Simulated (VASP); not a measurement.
# RbBr: relaxation of the atoms with PBEsol

RbBr:

```
CELL_PARAMETERS angstrom
4.12608 0.00000 0.00000
0.00000 4.12608 0.00000
0.00000 0.00000 4.12608
ATOMIC_POSITIONS crystal
Rb 0.00000 0.00000 0.00000
Br 0.50000 0.50000 0.50000
```

* Program: VASP 6.6.1
* Task: relaxation of the atoms
* Functional: PBEsol
* Potentials or basis: VASP PAW PBE potentials, release 64 (Rb_sv, Br)
* Cutoff: 520 eV
* k mesh: 7 × 7 × 7
* Occupations: fermi-dirac, width 0.03 eV
* Spin: no spin polarisation
* Dipole correction: no
* Further INCAR settings: ALGO = Normal; EDIFF = 1e-06; IBRION = 2; EDIFFG = -0.01; NSW = 50

```yaml
Pressure_after_relaxing: -0.6 GPa
Band_gap_on_the_k_mesh: 3.93 eV, indirect (least direct gap 4.06 eV)
```

Final structure:
```
CELL_PARAMETERS angstrom
4.12608 0.00000 0.00000
0.00000 4.12608 0.00000
0.00000 0.00000 4.12608
ATOMIC_POSITIONS crystal
Rb 0.00000 0.00000 0.00000
Br 0.50000 0.50000 0.50000
```

Levels at points of the mesh, in eV from the valence-band top:
```
           k point  band 6  band 7  band 8  band 9  band 10  band 11
(0.00, 0.00, 0.00)   -0.13   -0.13   -0.13    3.93     5.49     5.49
```

Wall time 12 s on 1 thread of Intel(R) Xeon(R) Platinum 8259CL CPU @ 2.50GHz (Skylake/Cascade Lake) (shared host), peak memory 0.18 GiB.

Caveat: the relaxation stopped at its first step, so nothing moved; the PAW data sets were made with another functional, which shifts forces and pressure a little. A k mesh can miss the band edges.
